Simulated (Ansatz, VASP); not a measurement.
**Two plane-wave programs on Ta**

```
Ta
1.0
     5.08158    0.00000    0.00000
    -2.54079    4.40078    0.00000
     0.00000    0.00000    2.85327
Ta
3
Direct
  0.00000 0.00000 0.00000
  0.33333 0.66667 0.50000
  0.66667 0.33333 0.50000
```

Alike in both runs: task single point; functional RPBE; k mesh 9 × 9 × 13; occupations fermi-dirac, width 0.1 eV; no spin polarisation.

|  | VASP | Ansatz |
| --- | --- | --- |
| version | VASP 6.6.1 | Ansatz 0.2.0 |
| potentials or method | VASP PAW PBE potentials, release 64 (Ta_pv), cutoff 520 eV | plane waves (420 eV) with PAW, scalar-relativistic |
| valence electrons in the cell | 33 | 39 |

```csv
,VASP,Ansatz,Ansatz less VASP
pressure (GPa),-16.3,-16.2,+0.03
"traceless stress, the component that is largest in VASP (GPa)",-1.25,-1.26,-0.013
```

VASP's potentials were made for PBE, not for RPBE. VASP's potentials hold 33 valence electrons a cell and Ansatz's 39, so a difference there can come from the potentials and not from the codes.

Neither program's run includes spin-orbit coupling.
